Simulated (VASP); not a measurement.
# MgO (P4/mmm) in VASP: density of states with PBE

Aim: the density of states of MgO with PBE.

Everything below comes from runs of VASP 6.6.1. Logs are shortened: lines on timing, memory, paths and dates and some standing lists are left out, and cuts for length are marked.

## (1) The cell of the first run

It takes space group P4/mmm (No. 123, tetragonal). Conventional cell: a = 2.829 Å, b = 2.829 Å, c = 5.050 Å, α = 90.00°, β = 90.00°, γ = 90.00°. Mg (site symmetry 4/mmm) has 4 O at 2.00 Å within 2.7 Å. O (site symmetry 4/mmm) has 4 Mg at 2.00 Å within 2.7 Å.

## (2) Density of states, PBE

Input file POSCAR:

```
MgO
1.0
    2.8288609874      0.0000000000      0.0000000000
    0.0000000000      2.8288609874      0.0000000000
    0.0000000000      0.0000000000      5.0497063795
Mg O
1 1
Direct
    0.5000000000      0.5000000000      0.0000000000
    0.0000000000      0.0000000000      0.0000000000
```

Input file INCAR.step1:

```
PREC = Accurate
ENCUT = 520
EDIFF = 1E-6
ISMEAR = 0
SIGMA = 0.02
LREAL = F
LASPH = T
NELM = 60
ALGO = Normal
ISIF = 2
LWAVE = F
LCHARG = T
GGA = PE
NBANDS = 11
```

Input file KPOINTS.step1:

```
regular mesh
0
Gamma
  10 10 6
```

Input file INCAR.step2:

```
PREC = Accurate
ENCUT = 520
EDIFF = 1E-6
ISMEAR = -5
SIGMA = 0.02
LREAL = F
LASPH = T
NELM = 60
ALGO = Normal
ISIF = 2
LWAVE = F
LCHARG = F
GGA = PE
LORBIT = 10
NBANDS = 11
NEDOS = 2001
ICHARG = 11
```

Input file KPOINTS.step2:

```
regular mesh
0
Gamma
  15 15 9
```

Potentials or basis: VASP PAW PBE potentials, release 64 (Mg, O).

Launch:

```console
> cat potpaw_PBE.64/Mg/POTCAR potpaw_PBE.64/O/POTCAR > POTCAR
> cp INCAR.step1 INCAR
> cp KPOINTS.step1 KPOINTS
> mpirun -np 1 vasp_std > vasp.out
> cp INCAR.step2 INCAR
> cp KPOINTS.step2 KPOINTS
> mpirun -np 1 vasp_std > vasp.out
```

OUTCAR:

```text
PREC = Accurate
   ENCUT = 520
   EDIFF = 1E-6
   ISMEAR = -5
   LREAL = F
   LASPH = T
   NELM = 60
   ISIF = 2
   GGA = PE
   LORBIT = 10
   ICHARG = 11

 ion  position               nearest neighbor table
   1  0.500  0.500  0.000-   2 2.00   2 2.00   2 2.00   2 2.00
   2  0.000  0.000  0.000-   1 2.00   1 2.00   1 2.00   1 2.00

  LATTYP: Found a simple tetragonal cell.
 ALAT       =     2.8288609874
 C/A-ratio  =     1.7850669941

  Lattice vectors:

 A1 = (   2.8288609874,   0.0000000000,   0.0000000000)
 A2 = (   0.0000000000,   2.8288609874,   0.0000000000)
 A3 = (   0.0000000000,   0.0000000000,   5.0497063795)

Analysis of symmetry for initial positions (statically):
=====================================================================
 Subroutine PRICEL returns:
 Original cell was already a primitive cell.

 Routine SETGRP: Setting up the symmetry group for a
 simple tetragonal supercell.

 Subroutine GETGRP returns: Found 16 space group operations
 (whereof 16 operations were pure point group operations)
 out of a pool of 16 trial point group operations.

The static configuration has the point symmetry D_4h.

Analysis of symmetry for dynamics (positions and initial velocities):
=====================================================================
 Subroutine PRICEL returns:
 Original cell was already a primitive cell.

 Routine SETGRP: Setting up the symmetry group for a
 simple tetragonal supercell.

 Subroutine GETGRP returns: Found 16 space group operations
 (whereof 16 operations were pure point group operations)
 out of a pool of 16 trial point group operations.

The dynamic configuration has the point symmetry D_4h.

 Subroutine INISYM returns: Found 16 space group operations
 (whereof 16 operations are pure point group operations),
 and found     1 'primitive' translations

----------------------------------------------------------------------------------------

                                     Primitive cell

  volume of cell :      40.4100

  direct lattice vectors                    reciprocal lattice vectors
     2.828860987  0.000000000  0.000000000     0.353499166  0.000000000  0.000000000
     0.000000000  2.828860987  0.000000000     0.000000000  0.353499166  0.000000000
     0.000000000  0.000000000  5.049706379     0.000000000  0.000000000  0.198031316

  length of vectors
     2.828860987  2.828860987  5.049706379     0.353499166  0.353499166  0.198031316

  position of ions in fractional coordinates (direct lattice)
     0.500000000  0.500000000  0.000000000
     0.000000000  0.000000000  0.000000000

  ion indices of the primitive-cell ions
   primitive index   ion index
                 1           1
                 2           2

----------------------------------------------------------------------------------------

 KPOINTS: regular mesh

Automatic generation of k-mesh.
 Grid dimensions read from file:
 generate k-points for:   15   15    9

 Generating k-lattice:

  Cartesian coordinates                     Fractional coordinates (reciprocal lattice)
     0.023566611  0.000000000  0.000000000     0.066666667  0.000000000  0.000000000
     0.000000000  0.023566611  0.000000000     0.000000000  0.066666667  0.000000000
     0.000000000  0.000000000  0.022003480     0.000000000  0.000000000  0.111111111

  Length of vectors
     0.023566611  0.023566611  0.022003480

  Shift w.r.t. Gamma in fractional coordinates (k-lattice)
     0.000000000  0.000000000  0.000000000

 TETIRR: Found   3013 inequivalent tetrahedra from    12150

 Subroutine IBZKPT returns following result:
 ===========================================

 Found    180 irreducible k-points:

 Following reciprocal coordinates:
            Coordinates               Weight
  0.000000  0.000000  0.000000      1.000000
  0.066667  0.000000  0.000000      4.000000
  0.133333  0.000000  0.000000      4.000000
  0.200000  0.000000  0.000000      4.000000
  0.266667  0.000000  0.000000      4.000000
  0.333333  0.000000  0.000000      4.000000
[... 16 lines left out ...]
  0.266667  0.200000  0.000000      8.000000
  0.333333  0.200000  0.000000      8.000000
 [... further k-points ...]
   k-points           NKPTS =    180   k-points in BZ     NKDIM =    180   number of bands    NBANDS=     11
   number of dos      NEDOS =   2001   number of ions     NIONS =      2
   total plane-waves  NPLWV =  23040
   dimension x,y,z NGX =    24 NGY =   24 NGZ =   40
   dimension x,y,z NGXF=    48 NGYF=   48 NGZF=   80
   ions per type =               1   1
   NGX,Y,Z   is equivalent  to a cutoff of  14.10, 14.10, 13.17 a.u.
   NGXF,Y,Z  is equivalent  to a cutoff of  28.21, 28.21, 26.34 a.u.
 SYSTEM =  unknown system
   PREC   = accura    normal or accurate (medium, high low for compatibility)
   ISTART =      0    job   : 0-new  1-cont  2-samecut
   ICHARG =     11    charge: 1-file 2-atom 10-const
   ISPIN  =      1    spin polarized calculation?
   LNONCOLLINEAR =      F non collinear calculations
   LSORBIT =      F    spin-orbit coupling
   LASPH  =      T    aspherical Exc in radial PAW
   ENCUT  =  520.0 eV  38.22 Ry    6.18 a.u.   5.26  5.26  9.39*2*pi/ulx,y,z
   NELM   =     60;   NELMIN=  2; NELMDL=  0     # of ELM steps
   EDIFF  = 0.1E-05   stopping-criterion for ELM
   LREAL  =      F    real-space projection
   EDIFFG = 0.1E-04   stopping-criterion for IOM
   NSW    =      0    number of steps for IOM
   IBRION =     -1    ionic relax: 0-MD 1-quasi-New 2-CG
   NFREE  =      0    steps in history (QN), initial steepest desc. (CG)
   ISIF   =      2    stress and relaxation
   ISYM   =      2    0-nonsym 1-usesym 2-fastsym
   POTIM  = 0.5000    time-step for ionic-motion
   TEBEG  =    0.0;   TEEND  =   0.0 temperature during run
   PSTRESS=    0.0 pullay stress
   NELECT =       8.0000    total number of electrons
   NUPDOWN=      -1.0000    fix difference up-down
   EMIN   =  10.00;   EMAX   =-10.00  energy-range for DOS
   EFERMI =   0.00;   METHOD = LEGACY
   ISMEAR =    -5;   SIGMA  =   0.02  broadening in eV -4-tet -1-fermi 0-gaus
   EFERMI_NEDOS =   21; number of points for ismear=-14 and -15
   IALGO  =     38    algorithm
   IMIX   =      4    mixing-type and parameters
     AMIX     =   0.40;   BMIX     =  1.00
     AMIX_MAG =   1.60;   BMIX_MAG =  1.00
  volume/ion in A,a.u.               =      20.21       136.35
  Fermi-wavevector in a.u.,A,eV,Ry     =   0.954132  1.803048 12.386302  0.910368
  Thomas-Fermi vector in A             =   2.082850
   LORBIT       =     10    0 simple, 1 ext, 2 COOP (PROOUT), +10 PAW based schemes
   GGA     = PE    functional components
   LHFCALC =     F    Hartree Fock is set to
   AEXX    =    0.0000 exact exchange contribution
   IVDW    =     0    specifies the selected vdW correction
   LEPSILON=     F    determine dielectric tensor
   LRPA    =     F    only Hartree local field effects (RPA)
 non-spin polarized calculation
 Fermi weights with tetrahedron method with Bloechl corrections
  energy-cutoff  :      520.00
  volume of cell :       40.41
 maximum number of plane-waves:      1105
 NGX is ok and might be reduce to    24

 number of electron       8.0000003 magnetization

 Free energy of the ion-electron system (eV)
  ---------------------------------------------------
  ext. energy  EPLUGINS =         0.00000000
  ---------------------------------------------------
  free energy    TOTEN  =       -11.10134009 eV

  energy without entropy =      -11.10134009  energy(sigma->0) =      -11.10134009

 E-fermi :  -1.1137     XC(G=0):  -6.8378

 val. band max:       -1.1203788262   @ k =   0.4667   0.4667   0.0000
 cond. band min:       1.1571289102   @ k =   0.0000   0.0000   0.0000
 fundamental gap:      2.2775077364
 Fermi energy:        -1.1136647082

 k-point     1 :       0.0000    0.0000    0.0000
  band No.  band energies     occupation
      1     -17.3965      2.00000
      2      -2.8622      2.00000
      3      -1.3439      2.00000
      4      -1.3439      2.00000
      5       1.1571      0.00000
      6       7.3285      0.00000
      7       8.5860      0.00000
      8      11.1712      0.00000
      9      18.7550      0.00000
     10      18.7637      0.00000
     11      18.9638      0.00000

 k-point     2 :       0.0667    0.0000    0.0000
  band No.  band energies     occupation
      1     -17.3685      2.00000
      2      -2.8261      2.00000
      3      -1.5716      2.00000
      4      -1.3434      2.00000
      5       1.3053      0.00000
      6       7.3241      0.00000
      7       8.7202      0.00000
      8      11.2638      0.00000
      9      17.7177      0.00000
     10      17.7343      0.00000
     11      18.8360      0.00000

 k-point     3 :       0.1333    0.0000    0.0000
  band No.  band energies     occupation
      1     -17.2877      2.00000
      2      -2.7218      2.00000
      3      -2.1318      2.00000
      4      -1.3420      2.00000
      5       1.6749      0.00000
      6       7.3057      0.00000
      7       9.0820      0.00000
      8      11.4415      0.00000
      9      16.1710      0.00000
     10      16.2016      0.00000
     11      18.8676      0.00000
[... 267 lines left out ...]
 k-point    23 :       0.2667    0.2000    0.0000
  band No.  band energies     occupation
      1     -16.8372      2.00000
      2      -3.3782      2.00000
      3      -2.4762      2.00000
      4      -2.0859      2.00000
      5       3.6416      0.00000
      6       7.4608      0.00000
      7      10.7157      0.00000
      8      11.5940      0.00000
      9      13.1584      0.00000
     10      13.7176      0.00000
     11      16.6113      0.00000

 k-point    24 :       0.3333    0.2000    0.0000
  band No.  band energies     occupation
      1     -16.7109      2.00000
      2      -3.9017      2.00000
      3      -2.4248      2.00000
      4      -1.8950      2.00000
      5       4.3471      0.00000
      6       7.4881      0.00000
      7       9.8543      0.00000
      8      11.7387      0.00000
      9      12.4488      0.00000
     10      14.3553      0.00000
     11      15.6822      0.00000

 [... further k-points ...]
[... 5 lines left out ...]
  --------------------------------------------------------------------------------------
  -------------------------------------------------------------------------------------
  Total       -0.0655833     -0.0655833     -0.0085787      0.0000000     -0.0000000      0.0000000
  in kB       -2.6002476     -2.6002476     -0.3401271      0.0000000     -0.0000000      0.0000000
  external PRESSURE =      -1.8468741 kB  Pullay stress =       0.0000000 kB

 VOLUME and BASIS-vectors are now :
 -----------------------------------------------------------------------------
  energy-cutoff  :      520.00
  volume of cell :       40.41
      direct lattice vectors                 reciprocal lattice vectors
     2.828860987  0.000000000  0.000000000     0.353499166  0.000000000  0.000000000
     0.000000000  2.828860987  0.000000000     0.000000000  0.353499166  0.000000000
     0.000000000  0.000000000  5.049706379     0.000000000  0.000000000  0.198031316

 POSITION                                       TOTAL-FORCE (eV/Angst)
 -----------------------------------------------------------------------------------
      1.41443      1.41443      0.00000         0.000000      0.000000      0.000000
      0.00000      0.00000      0.00000         0.000000      0.000000      0.000000
 -----------------------------------------------------------------------------------
    total drift:                               -0.000000      0.000000     -0.000000

  FREE ENERGIE OF THE ION-ELECTRON SYSTEM (eV)
  ---------------------------------------------------
  free  energy   TOTEN  =       -11.1013400886 eV

  energy  without entropy=      -11.1013400886  energy(sigma->0) =      -11.10134009

 total charge

# of ion       s       p       d       tot
------------------------------------------
    1        0.158   0.178   0.075   0.411
    2        1.546   3.525   0.000   5.071
--------------------------------------------------
tot          1.704   3.703   0.075   5.482
```

Wall time 40 s (1 thread of AMD EPYC 9R45 (Zen 5), shared host); peak memory 0.18 GiB.

Results:

* Valence electrons inside the program's atomic spheres: Mg 0.41; O 5.07

Levels at points of the mesh, in eV from the valence-band top:
| k point | band 2 | band 3 | band 4 | band 5 | band 6 | band 7 |
| --- | --- | --- | --- | --- | --- | --- |
| (0.00, 0.00, 0.00) | -1.74 | -0.22 | -0.22 | 2.28 | 8.45 | 9.71 |
